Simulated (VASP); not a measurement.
# Te: relaxation of cell and atoms with PBEsol

The system is Te.

```
CELL_PARAMETERS angstrom
-1.77188 1.77188 1.77188
1.77188 -1.77188 1.77188
1.77188 1.77188 -1.77188
ATOMIC_POSITIONS crystal
Te 0.00000 0.00000 0.00000
```

This isn't the form of Te at room conditions, which is trigonal, of chains.

```json
{"Program": "VASP 6.6.1", "Task": "relaxation of cell and atoms", "Functional": "PBEsol", "Potentials or basis": "VASP PAW PBE potentials, release 64 (Te)", "Cutoff": "600 eV", "k mesh": "15 × 15 × 15", "Occupations": "fermi-dirac, width 0.1 eV", "Spin": "no spin polarisation", "Target pressure": "20 GPa", "Dipole correction": "no", "Further INCAR settings": "ALGO = Normal; EDIFF = 1e-06; IBRION = 2; EDIFFG = -0.005; NSW = 32; ISIF = 3"}
```

The relaxed volume is 22.27 Å³/atom and the relaxed cell is a = 3.070 Å, b = 3.070 Å, c = 3.070 Å, α = 109.47°, β = 109.47°, γ = 109.47°. The space group after relaxing (to 0.1 Å) is Im-3m (No. 229), the energy change on relaxing (the run minimises the enthalpy) is -2.5 meV/atom and the ionic steps are 3. The pressure after relaxing is 20.0 GPa and the band gap on the k mesh is zero (bands 3 and 4 overlap by 8.37 eV).

The path:
| step | energy change (eV) | largest force (eV/Å) | pressure (GPa) | volume (Å³) |
| --- | --- | --- | --- | --- |
| 1 | 0.0000 | 0.0000 | 20.15 | 22.25 |
| 2 | -0.0085 | 0.0000 | 19.69 | 22.32 |
| 3 | -0.0025 | 0.0000 | 20.01 | 22.27 |

Final structure:
```
Te
1.0
    -1.77242    1.77242    1.77242
     1.77242   -1.77242    1.77242
     1.77242    1.77242   -1.77242
Te
1
Cartesian
  0.0000 0.0000 0.0000
```

Levels at points of the mesh, in eV from the Fermi level:
| k point | band 1 | band 2 | band 3 | band 4 | band 5 | band 6 |
| --- | --- | --- | --- | --- | --- | --- |
| (0.00, 0.00, 0.00) | -16.24 | 4.43 | 4.43 | 4.43 | 10.44 | 10.44 |

Run time: 27 s on 1 thread of Intel(R) Xeon(R) Platinum 8259CL CPU @ 2.50GHz (Skylake/Cascade Lake) (shared host), peak memory 0.17 GiB.

Caveat: the cell is relaxed towards a set pressure, so the run minimises the enthalpy, not the energy; the PAW data sets were made with another functional, which shifts forces and pressure a little; spin-orbit coupling is left out, which moves the levels of the heavy elements.
